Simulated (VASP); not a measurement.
# Tc: single point with PBEsol

Crystal: Tc.

```
CELL_PARAMETERS angstrom
0.00000 1.95000 1.95000
1.95000 0.00000 1.95000
1.95000 1.95000 0.00000
ATOMIC_POSITIONS crystal
Tc 0.00000 0.00000 0.00000
```

```json
{
 "Program": "VASP 6.6.1",
 "Task": "single point",
 "Functional": "PBEsol",
 "Potentials or basis": "VASP PAW PBE potentials, release 64 (Tc_pv)",
 "Cutoff": "520 eV",
 "k mesh": "10 × 10 × 10",
 "Occupations": "gaussian, width 0.1 eV",
 "Spin": "no spin polarisation"
}
```

```yaml
Pressure: -15.1 GPa
```

Levels at points of the mesh, in eV from the Fermi level:
```
           k point  band 3  band 4  band 5  band 6  band 7  band 8  band 9  band 10  band 11  band 12
(0.00, 0.00, 0.00)  -38.29   -7.34   -1.66   -1.66   -1.66    0.83    0.83    14.09    19.48    19.48
(0.50, 0.00, 0.00)  -38.44   -5.31   -1.82   -1.82    1.22    2.79    2.79    10.39    13.70    19.99
(0.50, 0.50, 0.00)  -38.70   -5.65   -5.05    2.73    3.35    3.35    3.76    12.85    12.85    13.79
```

Wall time 20 s on 1 thread of AMD EPYC 7571, on a shared host, peak memory 0.11 GiB.

Caveat: the PAW data sets were made with another functional, which shifts forces and pressure a little.
